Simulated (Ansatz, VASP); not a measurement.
## ZnCu: VASP beside Ansatz

```xyz
2
Lattice="2.9450 0.0000 0.0000 0.0000 2.9450 0.0000 0.0000 0.0000 2.9450" Properties=species:S:1:pos:R:3 pbc="T T T"
Zn    1.4725    1.4725    1.4725
Cu    0.0000    0.0000    0.0000
```

Alike in both runs: functional PBEsol; k mesh 9 × 9 × 9; occupations fermi-dirac, width 0.05 eV; no spin polarisation.

```csv
,VASP,Ansatz
version,VASP 6.6.1,Ansatz 0.2.0
potentials or method,"VASP PAW PBE potentials, release 64 (Zn, Cu), cutoff 520 eV","all-electron LAPW, inner shells corrected to Dirac's equation"
task,single point,band structure
```

|  | VASP | Ansatz | Ansatz less VASP |
| --- | --- | --- | --- |
| gap on the k mesh at the Fermi level (eV) | none | none | - |
| pressure (GPa) | -3.8 | -4.4 | -0.61 |

VASP's potentials were made for PBE, not for PBEsol. A gap of «none» marks a metal or a gap that the smearing closes. Ansatz ran all-electron here, and VASP with PAW potentials.
